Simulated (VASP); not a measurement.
Crystal: Ca3AsP.

```
As Ca P
1.0
     5.33390    0.00000    0.00000
     0.00000    5.33390    0.00000
     0.00000    0.00000    5.33390
As Ca P
1 3 1
Direct
  0.00000 0.00000 0.00000
  0.50000 0.50000 0.00000
  0.50000 0.00000 0.50000
  0.00000 0.50000 0.50000
  0.50000 0.50000 0.50000
```

* Program: VASP 6.6.1
* Task: relaxation of cell and atoms
* Functional: PBEsol
* Potentials or basis: VASP PAW PBE potentials, release 64 (As, Ca_sv, P)
* Cutoff: 600 eV
* k mesh: 5 × 5 × 5
* Occupations: fermi-dirac, width 0.05 eV
* Spin: no spin polarisation

At the start: pressure -1.3 GPa; volume 30.35 Å³/atom.

Q: How do energy, volume and symmetry change on relaxing?

A: Over 3 steps the energy falls by 4.2 meV/atom and the volume is 29.35 Å³/atom (-3.3 %); space group Pm-3m (No. 221, to 0.05 Å).

The path:
| step | energy change (eV) | largest force (eV/Å) | pressure (GPa) | volume (Å³) |
| --- | --- | --- | --- | --- |
| 1 | 0.0000 | 0.0000 | -1.30 | 151.75 |
| 2 | -0.0209 | 0.0000 | 0.09 | 146.41 |
| 3 | -0.0210 | 0.0000 | 0.00 | 146.73 |

Final structure:
```yaml
crystal:
  lattice:
    - [5.27434, 0.00000, 0.00000]
    - [0.00000, 5.27434, 0.00000]
    - [0.00000, 0.00000, 5.27434]
  atoms:
    - { symbol: As, position: [0.00000, 0.00000, 0.00000] }
    - { symbol: Ca, position: [0.50000, 0.50000, 0.00000] }
    - { symbol: Ca, position: [0.50000, 0.00000, 0.50000] }
    - { symbol: Ca, position: [0.00000, 0.50000, 0.50000] }
    - { symbol: P, position: [0.50000, 0.50000, 0.50000] }
```

Caveat: the PAW data sets were made with another functional, which shifts forces and pressure a little.
